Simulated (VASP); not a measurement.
Ru: single point with PBEsol

Ru:

```
Ru
1.0
     2.57670    0.00000    0.00000
    -1.28835    2.23149    0.00000
     0.00000    0.00000    3.84420
Ru
2
Direct
  0.33333 0.66667 0.25000
  0.66667 0.33333 0.75000
```

```yaml
Program: VASP 6.6.1
Task: single point
Functional: PBEsol
Potentials_or_basis: VASP PAW PBE potentials, release 64 (Ru_pv)
Cutoff: 520 eV
k_mesh: 18 × 18 × 10
Occupations: gaussian, width 0.15 eV
Spin: no spin polarisation
```

| Quantity | Value |
| --- | --- |
| Pressure | 104.9 GPa |
| Band gap on the k mesh | zero (band 14 reaches 18.79 eV, above the bottom of band 15 at 14.35 eV) |

Stress tensor (GPa, compression positive):
```
 86.48   0.00   0.00
  0.00  86.48   0.00
  0.00   0.00 141.88
```

Levels at points of the mesh, in eV from the Fermi level:
```
           k point  band 11  band 12  band 13  band 14  band 15  band 16  band 17  band 18
(0.00, 0.00, 0.00)    -2.60    -2.56    -2.56    -2.53    -2.53     1.52     1.52     2.48
(0.50, 0.00, 0.00)    -2.37    -2.19    -1.59     1.49     2.28     3.04     5.18     7.59
(0.00, 0.00, 0.50)    -4.13    -4.13    -2.95    -2.95     0.86     0.86     0.86     0.86
(0.50, 0.00, 0.50)    -1.78    -1.78     0.58     0.58     1.99     1.99     4.22     4.22
```

Wall time 46 s on 1 thread of AMD EPYC 9R14 (Zen 4), on a shared host, peak memory 0.16 GiB.

Caveat: the PAW data sets were made with another functional, which shifts forces and pressure a little.
